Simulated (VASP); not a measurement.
# ZnS (F-43m) in VASP: a series of runs

The runs below take ZnS through elastic constants, with LDA.

Program: VASP 6.6.1. These are calculated values, not measurements. Logs are shortened: lines on timing, memory, paths and dates and some standing lists are left out, and cuts for length are marked.

**1. The cell of the first run**

Symmetry: F-43m, No. 216, cubic system. The conventional cell has a = 5.072 Å, b = 5.072 Å, c = 5.072 Å, α = 90.00°, β = 90.00°, γ = 90.00°. Within 2.9 Å of Zn (site symmetry -43m) lie 4 S at 2.20 Å. S (site symmetry -43m) has 4 Zn at 2.20 Å within 2.9 Å.

**2. Elastic constants, LDA**

Contents of INCAR:

```
SYSTEM = ZnS
PREC = Accurate ; ENCUT = 600
EDIFF = 1E-8 ; ISMEAR = 0
SIGMA = 0.01 ; LREAL = .False.
LASPH = .True. ; NELM = 100
ALGO = Normal ; ISIF = 3
LWAVE = .False. ; LCHARG = .True.
NBANDS = 16 ; IBRION = 6
NFREE = 2 ; POTIM = 0.015
NSW = 1
```

Contents of KPOINTS:

```
Automatic mesh
0
Gamma
  8 8 8
  0 0 0
```

Contents of POSCAR:

```
ZnS
1.0
    0.0000000000      2.5361130460      2.5361130460
    2.5361130460      0.0000000000      2.5361130460
    2.5361130460      2.5361130460      0.0000000000
Zn S
1 1
Direct
    0.7500000000      0.7500000000      0.7500000000
    0.0000000000      0.0000000000      0.0000000000
```

Potentials or basis: VASP PAW LDA potentials, release 64 (Zn, S).

Command:

```sh
$ cat potpaw_LDA.64/Zn/POTCAR potpaw_LDA.64/S/POTCAR > POTCAR
$ mpirun -np 1 vasp_std > vasp.out
```

OUTCAR:

```text
SYSTEM = ZnS
   PREC = Accurate
   ENCUT = 600
   EDIFF = 1E-8
   ISMEAR = 0
   LREAL = .False.
   LASPH = .True.
   NELM = 100
   ISIF = 3
   IBRION = 6
   NFREE = 2
   POTIM = 0.015
   NSW = 1

 ion  position               nearest neighbor table
   1  0.750  0.750  0.750-   2 2.20   2 2.20   2 2.20   2 2.20
   2  0.000  0.000  0.000-   1 2.20   1 2.20   1 2.20   1 2.20

  LATTYP: Found a face centered cubic cell.
 ALAT       =     5.0722260920

  Lattice vectors:

 A1 = (   0.0000000000,   2.5361130460,   2.5361130460)
 A2 = (   2.5361130460,   0.0000000000,   2.5361130460)
 A3 = (   2.5361130460,   2.5361130460,   0.0000000000)

Analysis of symmetry for initial positions (statically):
=====================================================================
 Subroutine PRICEL returns:
 Original cell was already a primitive cell.

 Routine SETGRP: Setting up the symmetry group for a
 face centered cubic supercell.

 Subroutine GETGRP returns: Found 24 space group operations
 (whereof 24 operations were pure point group operations)
 out of a pool of 48 trial point group operations.

The static configuration has the point symmetry T_d .

Analysis of symmetry for dynamics (positions and initial velocities):
=====================================================================
 Subroutine PRICEL returns:
 Original cell was already a primitive cell.

 Routine SETGRP: Setting up the symmetry group for a
 face centered cubic supercell.

 Subroutine GETGRP returns: Found 24 space group operations
 (whereof 24 operations were pure point group operations)
 out of a pool of 48 trial point group operations.

The dynamic configuration has the point symmetry T_d .

 Subroutine INISYM returns: Found 24 space group operations
 (whereof 24 operations are pure point group operations),
 and found     1 'primitive' translations

----------------------------------------------------------------------------------------

                                     Primitive cell

  volume of cell :      32.6239

  direct lattice vectors                    reciprocal lattice vectors
     0.000000000  2.536113046  2.536113046    -0.197152095  0.197152095  0.197152095
     2.536113046  0.000000000  2.536113046     0.197152095 -0.197152095  0.197152095
     2.536113046  2.536113046  0.000000000     0.197152095  0.197152095 -0.197152095

  length of vectors
     3.586605465  3.586605465  3.586605465     0.341477445  0.341477445  0.341477445

  position of ions in fractional coordinates (direct lattice)
     0.750000000  0.750000000  0.750000000
     0.000000000  0.000000000  0.000000000

  ion indices of the primitive-cell ions
   primitive index   ion index
                 1           1
                 2           2

----------------------------------------------------------------------------------------

 KPOINTS: Automatic mesh

Automatic generation of k-mesh.
 Grid dimensions read from file:
 generate k-points for:    8    8    8

 Generating k-lattice:

  Cartesian coordinates                     Fractional coordinates (reciprocal lattice)
    -0.024644012  0.024644012  0.024644012     0.125000000  0.000000000  0.000000000
     0.024644012 -0.024644012  0.024644012     0.000000000  0.125000000  0.000000000
     0.024644012  0.024644012 -0.024644012     0.000000000  0.000000000  0.125000000

  Length of vectors
     0.042684681  0.042684681  0.042684681

  Shift w.r.t. Gamma in fractional coordinates (k-lattice)
     0.000000000  0.000000000  0.000000000

 Subroutine IBZKPT returns following result:
 ===========================================

 Found     29 irreducible k-points:

 Following reciprocal coordinates:
            Coordinates               Weight
  0.000000  0.000000  0.000000      1.000000
  0.125000  0.000000  0.000000      8.000000
  0.250000  0.000000  0.000000      8.000000
  0.375000  0.000000  0.000000      8.000000
[... 48 lines left out ...]
   TEBEG  =    0.0;   TEEND  =   0.0 temperature during run
   PSTRESS=    0.0 pullay stress
   NELECT =      18.0000    total number of electrons
   NUPDOWN=      -1.0000    fix difference up-down
   EMIN   =  10.00;   EMAX   =-10.00  energy-range for DOS
   EFERMI =   0.00;   METHOD = LEGACY
   ISMEAR =     0;   SIGMA  =   0.01  broadening in eV -4-tet -1-fermi 0-gaus
   EFERMI_NEDOS =   21; number of points for ismear=-14 and -15
   IALGO  =     38    algorithm
   IMIX   =      4    mixing-type and parameters
     AMIX     =   0.40;   BMIX     =  1.00
     AMIX_MAG =   1.60;   BMIX_MAG =  1.00
  volume/ion in A,a.u.               =      16.31       110.08
  Fermi-wavevector in a.u.,A,eV,Ry     =   1.342725  2.537382 24.530084  1.802910
  Thomas-Fermi vector in A             =   2.470856
   LORBIT       =      0    0 simple, 1 ext, 2 COOP (PROOUT), +10 PAW based schemes
   GGA     = CA    functional components
   LHFCALC =     F    Hartree Fock is set to
   AEXX    =    0.0000 exact exchange contribution
   IVDW    =     0    specifies the selected vdW correction
   LEPSILON=     F    determine dielectric tensor
   LRPA    =     F    only Hartree local field effects (RPA)
 finite differences with symmetry
 non-spin polarized calculation
 Gauss-broadening in eV      SIGMA  =   0.01
  energy-cutoff  :      600.00
  volume of cell :       32.62
 maximum number of plane-waves:      1106
 NGX is ok and might be reduce to    30
   NGX = 15   NGY = 15   NGZ = 15

--------------------------------------- Ionic step        1  -------------------------------------------

 number of electron      18.0000000 magnetization

 Free energy of the ion-electron system (eV)
  ---------------------------------------------------
  ext. energy  EPLUGINS =         0.00000000
  ---------------------------------------------------
  free energy    TOTEN  =        -8.00910116 eV

  energy without entropy =       -8.00910116  energy(sigma->0) =       -8.00910116

------------------------ aborting loop because EDIFF is reached ----------------------------------------

  FORCE on cell =-STRESS in cart. coord.  units (eV):
  Direction    XX          YY          ZZ          XY          YZ          ZX
  --------------------------------------------------------------------------------------
  -------------------------------------------------------------------------------------
  Total        3.1378230      3.1378230      3.1378230      0.0000000      0.0000000      0.0000000
  in kB      154.1002015    154.1002015    154.1002015      0.0000000      0.0000000      0.0000000
  external PRESSURE =     154.1002015 kB  Pullay stress =       0.0000000 kB
[... 89 lines left out ...]
  FREE ENERGIE OF THE ION-ELECTRON SYSTEM (eV)
  ---------------------------------------------------
  free  energy   TOTEN  =        -7.9580037441 eV

  energy  without entropy=       -7.9580037441  energy(sigma->0) =       -7.95800374

[... ionic steps 4 to 14 ...]

--------------------------------------- Ionic step       15  -------------------------------------------

 number of electron      18.0000001 magnetization

------------------------ aborting loop because EDIFF is reached ----------------------------------------
[... 67 lines left out ...]
--------------------------------------- Ionic step       17  -------------------------------------------

 number of electron      18.0000000 magnetization

 Free energy of the ion-electron system (eV)
  ---------------------------------------------------
  ext. energy  EPLUGINS =         0.00000000
  ---------------------------------------------------
  free energy    TOTEN  =        -8.00793381 eV

  energy without entropy =       -8.00793381  energy(sigma->0) =       -8.00793381

 E-fermi :   4.0771     XC(G=0): -10.9357

 val. band max:        3.9493801344   @ k =   0.0000   0.0000   0.0000
 cond. band min:       6.6600920051   @ k =   0.0000   0.5000   0.5000
 fundamental gap:      2.7107118708
 Fermi energy:         4.0771109673

 k-point     1 :       0.0000    0.0000    0.0000
  band No.  band energies     occupation
      1     -10.6953      2.00000
      2      -3.5477      2.00000
      3      -3.5311      2.00000
      4      -3.5142      2.00000
      5      -2.8057      2.00000
      6      -2.8055      2.00000
[... 433 lines left out ...]
      3      -3.2714      2.00000
      4      -2.9628      2.00000
      5      -2.7955      2.00000
      6      -2.4511      2.00000
[... 8 lines left out ...]
     15      17.9236      0.00000
     16      19.0557      0.00000

 [... further k-points ...]

------------------------ aborting loop because EDIFF is reached ----------------------------------------

  FORCE on cell =-STRESS in cart. coord.  units (eV):
  Direction    XX          YY          ZZ          XY          YZ          ZX
  --------------------------------------------------------------------------------------
  -------------------------------------------------------------------------------------
  Total        3.1379980      3.1422638      3.1422638      0.0000000      0.1962089      0.0000000
  in kB      154.1087963    154.3182919    154.3182919      0.0000000      9.6359256      0.0000000
  external PRESSURE =     154.2484601 kB  Pullay stress =       0.0000000 kB
[... 17 lines left out ...]
  FREE ENERGIE OF THE ION-ELECTRON SYSTEM (eV)
  ---------------------------------------------------
  free  energy   TOTEN  =        -8.0079338066 eV

  energy  without entropy=       -8.0079338066  energy(sigma->0) =       -8.00793381

 INTERNAL STRAIN TENSORS FROM STRAINED CELLS
 ============================================

 INTERNAL STRAIN TENSOR FOR ION    1 for displacements in x,y,z  (eV/Angst):
          X           Y           Z          XY          YZ          ZX
  --------------------------------------------------------------------------------
  x    -0.00000    -0.00000     0.00000     0.00000    13.06614     0.00000
  y    -0.00000    -0.00000     0.00000    -0.00000     0.00000    13.06596
  z    -0.00000    -0.00000    -0.00000    13.06547     0.00000    -0.00000

 INTERNAL STRAIN TENSORS FROM DISPLACED ATOMS
 ============================================

 INTERNAL STRAIN TENSOR FOR ION    1 for displacements in x,y,z  (eV/Angst):
          X           Y           Z          XY          YZ          ZX
  --------------------------------------------------------------------------------
  x     0.00000     0.00000     0.00000     0.00000    13.06064     0.00000
  y     0.00000     0.00000     0.00000     0.00000     0.00000    13.06064
  z     0.00000     0.00000     0.00000    13.06064     0.00000     0.00000

 INTERNAL STRAIN TENSOR FOR ION    2 for displacements in x,y,z  (eV/Angst):
          X           Y           Z          XY          YZ          ZX
  --------------------------------------------------------------------------------
  x     0.00000    -0.00000    -0.00000     0.00000   -13.07089     0.00000
  y    -0.00000     0.00000    -0.00000     0.00000     0.00000   -13.07089
  z    -0.00000    -0.00000     0.00000   -13.07089     0.00000     0.00000

 Eigenvectors and eigenvalues of the dynamical matrix
 ----------------------------------------------------

   1 f  =   10.854639 THz    68.201705 2PiTHz  362.071767 cm-1    44.891158 meV
             X         Y         Z           dx          dy          dz
      3.804170  3.804170  3.804170     0.000000    0.573540    0.000000
      0.000000  0.000000  0.000000     0.000000   -0.819178    0.000000
[... 21 lines left out ...]
   6 f/i=    0.000956 THz     0.006007 2PiTHz    0.031890 cm-1     0.003954 meV
             X         Y         Z           dx          dy          dz
      3.804170  3.804170  3.804170     0.000000    0.000000    0.819178
      0.000000  0.000000  0.000000     0.000000    0.000000    0.573540

--------------------------------------------------------------------------------------------------------

 ELASTIC MODULI CONTR FROM IONIC RELAXATION (kBar)
 Direction    XX          YY          ZZ          XY          YZ          ZX
 --------------------------------------------------------------------------------
 XX          -0.0000     -0.0000     -0.0000     -0.0000     -0.0000     -0.0000
 YY          -0.0000     -0.0000     -0.0000     -0.0000     -0.0000     -0.0000
 ZZ          -0.0000     -0.0000     -0.0000     -0.0000     -0.0000     -0.0000
 XY          -0.0000     -0.0000     -0.0000   -808.3425     -0.0000     -0.0000
 YZ          -0.0000     -0.0000     -0.0000     -0.0000   -808.3425     -0.0000
 ZX          -0.0000     -0.0000     -0.0000     -0.0000     -0.0000   -808.3425
 --------------------------------------------------------------------------------

 TOTAL ELASTIC MODULI (kBar)
 Direction    XX          YY          ZZ          XY          YZ          ZX
 --------------------------------------------------------------------------------
 XX        1581.9932   1229.0776   1229.0776     -0.0000     -0.0000     -0.0000
 YY        1229.0776   1581.9932   1229.0776      0.0000     -0.0000      0.0000
 ZZ        1229.0776   1229.0776   1581.9932     -0.0000     -0.0000     -0.0000
 XY          -0.0000      0.0000     -0.0000    476.1565     -0.0000     -0.0000
 YZ          -0.0000     -0.0000     -0.0000     -0.0000    476.1565     -0.0000
 ZX          -0.0000      0.0000     -0.0000     -0.0000     -0.0000    476.1565
 --------------------------------------------------------------------------------
```

It took 18 min on 1 thread of Intel Xeon Platinum 8259CL at 2.50GHz (Skylake/Cascade Lake), shared host; peak memory 0.28 GiB.

Results:

```yaml
Elastic_constants_C11_C12_C44: 158, 123, 48 GPa
Voigt_bulk_modulus: 135 GPa
Highest_phonon_frequency_at_Γ_LO-TO_splitting_left_out: 362 cm⁻¹
```

Phonon frequencies in cm⁻¹ (negative: imaginary):
```csv
q point,frequencies
"(0.000, 0.000, 0.000)",0 0 0 362 362 362
```

Elastic tensor in Voigt notation (GPa, in the Cartesian axes of the cell as first typed):
```
158 123 123   0   0   0
123 158 123   0   0   0
123 123 158   0   0   0
  0   0   0  48   0   0
  0   0   0   0  48   0
  0   0   0   0   0  48
```

Clamped-ion elastic tensor (GPa):
```
158 123 123   0   0   0
123 158 123   0   0   0
123 123 158   0   0   0
  0   0   0 128   0   0
  0   0   0   0 128   0
  0   0   0   0   0 128
```

Caveat: the cell is under stress, which shifts elastic constants.

**3. Elastic constants, LDA**

This run uses another cell than the first one, of 16.92 Å³/atom.

Contents of INCAR:

```
SYSTEM = ZnS
  ALGO = Normal
  EDIFF = 1E-8
  ENCUT = 600
  IBRION = 6
  ISIF = 3
  ISMEAR = 0
  LASPH = .True.
  LCHARG = .False.
  LREAL = .False.
  LWAVE = .False.
  NELM = 80
  NFREE = 2
  NSW = 1
  POTIM = 0.015
  PREC = Accurate
  SIGMA = 0.01
```

Contents of KPOINTS:

```
k-points
0
Gamma
  8 8 8
  0 0 0
```

Contents of POSCAR:

```
ZnS
1.0
    0.0000000000      2.5670363696      2.5670363696
    2.5670363696      0.0000000000      2.5670363696
    2.5670363696      2.5670363696      0.0000000000
Zn S
1 1
Direct
    0.7500000000      0.7500000000      0.7500000000
    0.0000000000      0.0000000000      0.0000000000
```

Potentials or basis: VASP PAW LDA potentials, release 64 (Zn, S).

Command:

```sh
$ cat potpaw_LDA.64/Zn/POTCAR potpaw_LDA.64/S/POTCAR > POTCAR
$ mpirun -np 1 vasp_std > vasp.out
```

OUTCAR:

```text
SYSTEM = ZnS
   EDIFF = 1E-8
   ENCUT = 600
   IBRION = 6
   ISIF = 3
   ISMEAR = 0
   LASPH = .True.
   LREAL = .False.
   NELM = 80
   NFREE = 2
   NSW = 1
   POTIM = 0.015
   PREC = Accurate

 ion  position               nearest neighbor table
   1  0.750  0.750  0.750-   2 2.22   2 2.22   2 2.22   2 2.22
   2  0.000  0.000  0.000-   1 2.22   1 2.22   1 2.22   1 2.22

  LATTYP: Found a face centered cubic cell.
 ALAT       =     5.1340727392

  Lattice vectors:

 A1 = (   0.0000000000,   2.5670363696,   2.5670363696)
 A2 = (   2.5670363696,   0.0000000000,   2.5670363696)
 A3 = (   2.5670363696,   2.5670363696,   0.0000000000)

[... 808 lines left out ...]
  --------------------------------------------------------------------------------
  x     0.00000     0.00000     0.00000     0.00000    11.12577     0.00000
  y     0.00000     0.00000     0.00000     0.00000     0.00000    11.12577
  z     0.00000     0.00000     0.00000    11.12577     0.00000     0.00000

 INTERNAL STRAIN TENSOR FOR ION    2 for displacements in x,y,z  (eV/Angst):
          X           Y           Z          XY          YZ          ZX
  --------------------------------------------------------------------------------
  x     0.00000     0.00000     0.00000     0.00000   -11.12604     0.00000
  y     0.00000    -0.00000     0.00000     0.00000     0.00000   -11.12604
  z     0.00000     0.00000     0.00000   -11.12604     0.00000     0.00000

 Eigenvectors and eigenvalues of the dynamical matrix
 ----------------------------------------------------

   1 f  =   10.252167 THz    64.416262 2PiTHz  341.975465 cm-1    42.399535 meV
             X         Y         Z           dx          dy          dz
      3.850555  3.850555  3.850555     0.000000    0.574360    0.000000
      0.000000  0.000000  0.000000     0.000000   -0.818603    0.000000
[... 21 lines left out ...]
   6 f/i=    0.009364 THz     0.058836 2PiTHz    0.312353 cm-1     0.038727 meV
             X         Y         Z           dx          dy          dz
      3.850555  3.850555  3.850555     0.000000    0.000000    0.818603
      0.000000  0.000000  0.000000     0.000000    0.000000    0.574360

--------------------------------------------------------------------------------------------------------

 ELASTIC MODULI CONTR FROM IONIC RELAXATION (kBar)
 Direction    XX          YY          ZZ          XY          YZ          ZX
 --------------------------------------------------------------------------------
 XX          -0.0000      0.0000      0.0000      0.0000      0.0000      0.0000
 YY           0.0000     -0.0000      0.0000      0.0000      0.0000     -0.0000
 ZZ           0.0000      0.0000     -0.0000     -0.0000      0.0000      0.0000
 XY           0.0000      0.0000     -0.0000   -633.1240      0.0000      0.0000
 YZ           0.0000      0.0000      0.0000      0.0000   -633.1240      0.0000
 ZX           0.0000     -0.0000      0.0000      0.0000      0.0000   -633.1240
 --------------------------------------------------------------------------------

 TOTAL ELASTIC MODULI (kBar)
 Direction    XX          YY          ZZ          XY          YZ          ZX
 --------------------------------------------------------------------------------
 XX        1457.7273   1067.4777   1067.4777      0.0000      0.0000      0.0000
 YY        1067.4777   1457.7273   1067.4777      0.0000     -0.0000     -0.0000
 ZZ        1067.4777   1067.4777   1457.7273      0.0000     -0.0000      0.0000
 XY           0.0000      0.0000      0.0000    503.5036     -0.0000      0.0000
 YZ           0.0000     -0.0000     -0.0000     -0.0000    503.5036      0.0000
 ZX           0.0000     -0.0000      0.0000      0.0000      0.0000    503.5036
 --------------------------------------------------------------------------------
```

Wall time 18 min (1 thread of Intel Xeon Platinum 8259CL at 2.50GHz (Skylake/Cascade Lake), shared host); peak memory 0.27 GiB.

Results:

```yaml
Elastic_constants_C11_C12_C44: 146, 107, 50 GPa
Voigt_bulk_modulus: 120 GPa
Highest_phonon_frequency_at_Γ_LO-TO_splitting_left_out: 342 cm⁻¹
```

Phonon frequencies in cm⁻¹ (negative: imaginary):
```tsv
q point	frequencies
(0.000, 0.000, 0.000)	0 0 0 342 342 342
```

Elastic tensor in Voigt notation (GPa, in the Cartesian axes of the cell as first typed):
```
146 107 107   0   0   0
107 146 107   0   0   0
107 107 146   0   0   0
  0   0   0  50   0   0
  0   0   0   0  50   0
  0   0   0   0   0  50
```

Clamped-ion elastic tensor (GPa):
```
146 107 107   0   0   0
107 146 107   0   0   0
107 107 146   0   0   0
  0   0   0 114   0   0
  0   0   0   0 114   0
  0   0   0   0   0 114
```

Caveat: the cell is under stress, which shifts elastic constants.
